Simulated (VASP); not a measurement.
Set up this calculation in VASP 6.6.1, as the native input.

```
Task                   : single point
Functional             : LDA
Potentials or basis    : VASP PAW LDA potentials, release 64 (Al)
Cutoff                 : 500 eV
k mesh                 : 19 × 19 × 19
Occupations            : tetrahedron
Spin                   : no spin polarisation
Dipole correction      : no
Further INCAR settings : ALGO = Normal; EDIFF = 1e-06; NBANDS = 8
```

The structure of Al lies in POSCAR:

```
Al
1.0
   -1.4020362215      1.4020362215      1.4020362215
    1.4020362215     -1.4020362215      1.4020362215
    1.4020362215      1.4020362215     -1.4020362215
Al
1
Direct
    0.0000000000      0.0000000000      0.0000000000
```

This isn't the form of Al at room conditions, which is fcc.

One way to write it, as run:

INCAR

```
SYSTEM = Al
ALGO     = Normal         ! electronic algorithm
EDIFF    = 1E-6           ! SCF threshold, eV
ENCUT    = 500            ! plane-wave cutoff, eV
GGA      = CA             ! functional
GGA_COMPAT= .FALSE.      
ISIF     = 2              ! what is computed and relaxed
ISMEAR   = -5             ! smearing method
LASPH    = .TRUE.         ! aspherical terms in the spheres
LCHARG   = .FALSE.        ! write CHGCAR
LREAL    = .FALSE.        ! projectors in reciprocal space
LWAVE    = .FALSE.        ! write WAVECAR
NBANDS   = 8              ! bands
NELM     = 120            ! most SCF steps
PREC     = Accurate       ! precision mode
SIGMA    = 0.1            ! smearing width, eV
```

KPOINTS

```
k-points
0
G
  19 19 19
  0 0 0
```

Potentials or basis: VASP PAW LDA potentials, release 64 (Al).

Run with:

```bash
$ cat potpaw_LDA.64/Al/POTCAR > POTCAR
$ mpirun -np 1 vasp_std > vasp.out
```

It gave:

| Item | Value |
| --- | --- |
| Pressure | 65.2 GPa |
| Band gap on the k mesh | zero (an odd number of electrons rules out a gap without spin polarisation) |

Caveat: the cell stands under pressure; tetrahedron occupations give inexact forces and stress in metals.

Wall time 31 s on 1 thread of Intel Xeon 8259CL (shared host), peak memory 0.13 GiB.
